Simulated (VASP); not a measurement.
Runs of VASP 6.6.1 on K2ICl. It takes space group R-3m (No. 166, trigonal). The conventional cell has a = 4.715 Å, b = 4.715 Å, c = 23.291 Å, α = 90.00°, β = 90.00°, γ = 120.00°. Cl (site symmetry -3m) has 6 K at 3.21 Å within 4.2 Å. Within 4.6 Å of I (site symmetry -3m) lie 6 K at 3.48 Å. Within 4.2 Å of K (site symmetry 3m) lie 3 Cl at 3.21 Å and 3 I at 3.48 Å. 

```tsv
level	k mesh	gap on the mesh (eV)	pressure (GPa)	largest force (eV/Å)
PBEsol	6 × 6 × 6	(a)	-0.4	0.03
r2SCAN	6 × 6 × 6	4.38	0.0	-
PBE	4 × 4 × 4	3.80	0.6	0.02
PBE	6 × 6 × 6	(b)	0.6	0.02
```

Alike in all rows: task single point; potentials or basis VASP PAW PBE potentials, release 64 (Cl, I, K_sv); no spin polarisation; cell as given; cutoff (eV) 520; smearing gaussian 0.01 eV.

Problem. Estimate the missing entries.

Solution. (a) 3.67; (b) 3.81.

Caveats: spin-orbit coupling is left out, which moves the levels of the heavy elements; the PAW data sets were made with another functional, which shifts forces and pressure a little (some runs).

A k mesh can miss the band edges, and the runs leave out spin-orbit coupling on I.
